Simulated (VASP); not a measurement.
# ZnCu (P4/mmm) in VASP: a series of runs

The runs below take ZnCu through single point, with PBEsol.

All numbers are computed with VASP 6.6.1; they aren't measurements. Logs are shortened: lines on timing, memory, paths and dates and some standing lists are left out, and cuts for length are marked.

## 1. The cell of the first run

It takes space group P4/mmm (No. 123, tetragonal). Conventional cell: a = 3.033 Å, b = 3.033 Å, c = 2.901 Å, α = 90.00°, β = 90.00°, γ = 90.00°. Within 3.4 Å of Zn (site symmetry 4/mmm) lie 8 Cu at 2.59 Å and 6 Zn at 2.90 to 3.03 Å. Cu (site symmetry 4/mmm) has 8 Zn at 2.59 Å and 6 Cu at 2.90 to 3.03 Å within 3.4 Å.

## 2. Single point, PBEsol (strain +0.030 along x and y, -0.015 along z)

The input, INCAR:

```
SYSTEM = ZnCu
PREC = Accurate ; ENCUT = 520
EDIFF = 1E-6 ; ISMEAR = 0
SIGMA = 0.15 ; LREAL = .FALSE.
LASPH = .TRUE. ; NELM = 100
ALGO = Fast ; ISIF = 2
LWAVE = .FALSE. ; LCHARG = .FALSE.
GGA = PS ; NBANDS = 18
```

The input, KPOINTS:

```
regular mesh
0
G
  16 16 16
  0 0 0
```

The input, POSCAR:

```
ZnCu
1.0
    3.0333500000      0.0000000000      0.0000000000
    0.0000000000      3.0333500000      0.0000000000
    0.0000000000      0.0000000000      2.9008250000
Zn Cu
1 1
Direct
    0.5000000000      0.5000000000      0.5000000000
    0.0000000000      0.0000000000      0.0000000000
```

Potentials or basis: VASP PAW PBE potentials, release 64 (Zn, Cu).

Launch:

```sh
cat potpaw_PBE.64/Zn/POTCAR potpaw_PBE.64/Cu/POTCAR > POTCAR
mpirun -np 1 vasp_std > vasp.out
```

OUTCAR:

```text
SYSTEM = ZnCu
   PREC = Accurate
   ENCUT = 520
   EDIFF = 1E-6
   ISMEAR = 0
   LREAL = .FALSE.
   LASPH = .TRUE.
   NELM = 100
   ISIF = 2
   GGA = PS

 ion  position               nearest neighbor table
   1  0.500  0.500  0.500-   2 2.59   2 2.59   2 2.59   2 2.59   2 2.59   2 2.59   2 2.59   2 2.59

   2  0.000  0.000  0.000-   1 2.59   1 2.59   1 2.59   1 2.59   1 2.59   1 2.59   1 2.59   1 2.59

  LATTYP: Found a simple tetragonal cell.
 ALAT       =     3.0333500000
 C/A-ratio  =     0.9563106796

  Lattice vectors:

 A1 = (   3.0333500000,   0.0000000000,   0.0000000000)
 A2 = (   0.0000000000,   3.0333500000,   0.0000000000)
 A3 = (   0.0000000000,   0.0000000000,   2.9008250000)

Analysis of symmetry for initial positions (statically):
=====================================================================
 Subroutine PRICEL returns:
 Original cell was already a primitive cell.

 Routine SETGRP: Setting up the symmetry group for a
 simple tetragonal supercell.

 Subroutine GETGRP returns: Found 16 space group operations
 (whereof 16 operations were pure point group operations)
 out of a pool of 16 trial point group operations.

The static configuration has the point symmetry D_4h.

Analysis of symmetry for dynamics (positions and initial velocities):
=====================================================================
 Subroutine PRICEL returns:
 Original cell was already a primitive cell.

 Routine SETGRP: Setting up the symmetry group for a
 simple tetragonal supercell.

 Subroutine GETGRP returns: Found 16 space group operations
 (whereof 16 operations were pure point group operations)
 out of a pool of 16 trial point group operations.

The dynamic configuration has the point symmetry D_4h.

 Subroutine INISYM returns: Found 16 space group operations
 (whereof 16 operations are pure point group operations),
 and found     1 'primitive' translations

----------------------------------------------------------------------------------------

                                     Primitive cell

  volume of cell :      26.6911

  direct lattice vectors                    reciprocal lattice vectors
     3.033350000  0.000000000  0.000000000     0.329668518  0.000000000  0.000000000
     0.000000000  3.033350000  0.000000000     0.000000000  0.329668518  0.000000000
     0.000000000  0.000000000  2.900825000     0.000000000  0.000000000  0.344729517

  length of vectors
     3.033350000  3.033350000  2.900825000     0.329668518  0.329668518  0.344729517

  position of ions in fractional coordinates (direct lattice)
     0.500000000  0.500000000  0.500000000
     0.000000000  0.000000000  0.000000000

  ion indices of the primitive-cell ions
   primitive index   ion index
                 1           1
                 2           2

----------------------------------------------------------------------------------------

 KPOINTS: regular mesh

Automatic generation of k-mesh.
 Grid dimensions read from file:
 generate k-points for:   16   16   16

 Generating k-lattice:

  Cartesian coordinates                     Fractional coordinates (reciprocal lattice)
     0.020604282  0.000000000  0.000000000     0.062500000  0.000000000  0.000000000
     0.000000000  0.020604282  0.000000000     0.000000000  0.062500000  0.000000000
     0.000000000  0.000000000  0.021545595     0.000000000  0.000000000  0.062500000

  Length of vectors
     0.020604282  0.020604282  0.021545595

  Shift w.r.t. Gamma in fractional coordinates (k-lattice)
     0.000000000  0.000000000  0.000000000

 Subroutine IBZKPT returns following result:
 ===========================================

 Found    405 irreducible k-points:

 Following reciprocal coordinates:
            Coordinates               Weight
  0.000000  0.000000  0.000000      1.000000
  0.062500  0.000000  0.000000      4.000000
  0.125000  0.000000  0.000000      4.000000
  0.187500  0.000000  0.000000      4.000000
  0.250000  0.000000  0.000000      4.000000
  0.312500  0.000000  0.000000      4.000000
[... 16 lines left out ...]
  0.437500  0.125000  0.000000      8.000000
  0.500000  0.125000  0.000000      4.000000
 [... further k-points ...]
   k-points           NKPTS =    405   k-points in BZ     NKDIM =    405   number of bands    NBANDS=     18
   number of dos      NEDOS =    301   number of ions     NIONS =      2
   total plane-waves  NPLWV =  13824
   dimension x,y,z NGX =    24 NGY =   24 NGZ =   24
   dimension x,y,z NGXF=    48 NGYF=   48 NGZF=   48
   ions per type =               1   1
   NGX,Y,Z   is equivalent  to a cutoff of  13.15, 13.15, 13.75 a.u.
   NGXF,Y,Z  is equivalent  to a cutoff of  26.31, 26.31, 27.51 a.u.
 SYSTEM =  ZnCu
   PREC   = accura    normal or accurate (medium, high low for compatibility)
   ISTART =      0    job   : 0-new  1-cont  2-samecut
   ICHARG =      2    charge: 1-file 2-atom 10-const
   ISPIN  =      1    spin polarized calculation?
   LNONCOLLINEAR =      F non collinear calculations
   LSORBIT =      F    spin-orbit coupling
   LASPH  =      T    aspherical Exc in radial PAW
   ENCUT  =  520.0 eV  38.22 Ry    6.18 a.u.   5.64  5.64  5.39*2*pi/ulx,y,z
   NELM   =    100;   NELMIN=  2; NELMDL= -5     # of ELM steps
   EDIFF  = 0.1E-05   stopping-criterion for ELM
   LREAL  =      F    real-space projection
   EDIFFG = 0.1E-04   stopping-criterion for IOM
   NSW    =      0    number of steps for IOM
   IBRION =     -1    ionic relax: 0-MD 1-quasi-New 2-CG
   NFREE  =      0    steps in history (QN), initial steepest desc. (CG)
   ISIF   =      2    stress and relaxation
   ISYM   =      2    0-nonsym 1-usesym 2-fastsym
   POTIM  = 0.5000    time-step for ionic-motion
   TEBEG  =    0.0;   TEEND  =   0.0 temperature during run
   PSTRESS=    0.0 pullay stress
   NELECT =      23.0000    total number of electrons
   NUPDOWN=      -1.0000    fix difference up-down
   EMIN   =  10.00;   EMAX   =-10.00  energy-range for DOS
   EFERMI =   0.00;   METHOD = LEGACY
   ISMEAR =     0;   SIGMA  =   0.15  broadening in eV -4-tet -1-fermi 0-gaus
   EFERMI_NEDOS =   21; number of points for ismear=-14 and -15
   IALGO  =     68    algorithm
   IMIX   =      4    mixing-type and parameters
     AMIX     =   0.40;   BMIX     =  1.00
     AMIX_MAG =   1.60;   BMIX_MAG =  1.00
  volume/ion in A,a.u.               =      13.35        90.06
  Fermi-wavevector in a.u.,A,eV,Ry     =   1.557861  2.943930 33.020381  2.426930
  Thomas-Fermi vector in A             =   2.661449
   LORBIT       =      0    0 simple, 1 ext, 2 COOP (PROOUT), +10 PAW based schemes
   GGA     = PS    functional components
   LHFCALC =     F    Hartree Fock is set to
   AEXX    =    0.0000 exact exchange contribution
   IVDW    =     0    specifies the selected vdW correction
   LEPSILON=     F    determine dielectric tensor
   LRPA    =     F    only Hartree local field effects (RPA)
 non-spin polarized calculation
 RMM-DIIS sequential band-by-band and
 Gauss-broadening in eV      SIGMA  =   0.15
  energy-cutoff  :      520.00
  volume of cell :       26.69
 maximum number of plane-waves:       732
 NGX is ok and might be reduce to    24
   NGX = 11   NGY = 11   NGZ = 11

 number of electron      22.9999988 magnetization

 Free energy of the ion-electron system (eV)
  ---------------------------------------------------
  ext. energy  EPLUGINS =         0.00000000
  ---------------------------------------------------
  free energy    TOTEN  =        -6.04099842 eV

  energy without entropy =       -6.03486114  energy(sigma->0) =       -6.03792978

 E-fermi :   4.9299     XC(G=0): -12.3197

 val. band max:        4.9204627018   @ k =   0.3125   0.0000   0.1875
 cond. band min:       4.9411024797   @ k =   0.4375   0.3125   0.4375
 fundamental gap:      0.0206397779
 Fermi energy:         4.9298892496

 k-point     1 :       0.0000    0.0000    0.0000
  band No.  band energies     occupation
      1      -5.0757      2.00000
      2      -2.7427      2.00000
      3      -2.7145      2.00000
      4      -2.1323      2.00000
      5      -2.0763      2.00000
      6      -2.0763      2.00000
[... 10 lines left out ...]
     17      17.2703      0.00000
     18      27.2156      0.00000

 k-point     2 :       0.0625    0.0000    0.0000
  band No.  band energies     occupation
      1      -5.0092      2.00000
      2      -2.7349      2.00000
      3      -2.7023      2.00000
      4      -2.1374      2.00000
      5      -2.0811      2.00000
      6      -2.0738      2.00000
[... 10 lines left out ...]
     17      17.3398      0.00000
     18      26.3577      0.00000

 k-point     3 :       0.1250    0.0000    0.0000
  band No.  band energies     occupation
      1      -4.8114      2.00000
      2      -2.7138      2.00000
      3      -2.6651      2.00000
      4      -2.1520      2.00000
      5      -2.0947      2.00000
      6      -2.0668      2.00000
[... 10 lines left out ...]
     17      18.2345      0.00000
     18      24.9296      0.00000

 k-point     4 :       0.1875    0.0000    0.0000
  band No.  band energies     occupation
      1      -4.4878      2.00000
      2      -2.6833      2.00000
      3      -2.6031      2.00000
      4      -2.1738      2.00000
      5      -2.1150      2.00000
      6      -2.0563      2.00000
[... 375 lines left out ...]
      4      -2.1927      2.00000
      5      -2.0565      2.00000
      6      -1.8327      2.00000
[... 10 lines left out ...]
     17      19.9095      0.00000
     18      20.2707      0.00000

 k-point    23 :       0.4375    0.1250    0.0000
  band No.  band energies     occupation
      1      -2.7661      2.00000
      2      -2.5032      2.00000
      3      -2.4096      2.00000
      4      -2.2069      2.00000
      5      -2.0534      2.00000
      6      -1.2385      2.00000
[... 10 lines left out ...]
     17      19.1054      0.00000
     18      20.5768      0.00000

 k-point    24 :       0.5000    0.1250    0.0000
  band No.  band energies     occupation
      1      -2.7147      2.00000
      2      -2.4765      2.00000
      3      -2.4304      2.00000
      4      -2.2119      2.00000
      5      -2.0523      2.00000
      6      -0.6331      2.00000
[... 10 lines left out ...]
     17      19.4684      0.00000
     18      20.3222      0.00000

 [... further k-points ...]
[... 5 lines left out ...]
  --------------------------------------------------------------------------------------
  -------------------------------------------------------------------------------------
  Total       -1.3827824     -1.3827824     -1.3258456      0.0000000      0.0000000      0.0000000
  in kB      -83.0037731    -83.0037731    -79.5860499      0.0000000      0.0000000      0.0000000
  external PRESSURE =     -81.8645320 kB  Pullay stress =       0.0000000 kB

 VOLUME and BASIS-vectors are now :
 -----------------------------------------------------------------------------
  energy-cutoff  :      520.00
  volume of cell :       26.69
      direct lattice vectors                 reciprocal lattice vectors
     3.033350000  0.000000000  0.000000000     0.329668518  0.000000000  0.000000000
     0.000000000  3.033350000  0.000000000     0.000000000  0.329668518  0.000000000
     0.000000000  0.000000000  2.900825000     0.000000000  0.000000000  0.344729517

 POSITION                                       TOTAL-FORCE (eV/Angst)
 -----------------------------------------------------------------------------------
      1.51667      1.51667      1.45041         0.000000      0.000000      0.000000
      0.00000      0.00000      0.00000         0.000000      0.000000      0.000000
 -----------------------------------------------------------------------------------
    total drift:                                0.000000      0.000000     -0.000000

  FREE ENERGIE OF THE ION-ELECTRON SYSTEM (eV)
  ---------------------------------------------------
  free  energy   TOTEN  =        -6.0409984158 eV

  energy  without entropy=       -6.0348611367  energy(sigma->0) =       -6.03792978
```

It took 56 s on 1 thread of Intel Xeon 6975P-C (Granite Rapids), shared host; peak memory 0.3 GiB.

What came out:

* Free energy: -6.0410 eV
* Pressure: -8.2 GPa
* Band gap on the k mesh: zero (an odd number of electrons rules out a gap without spin polarisation)

Caveat: the cell differs from its parent crystal (strain +0.030 along x and y, -0.015 along z); the cell stands under tension; the PAW data sets were made with another functional, which shifts forces and pressure a little.

(Continued in part 2 of 2.)

The gap in the log of VASP goes by the Fermi energy; the results here count the filled bands.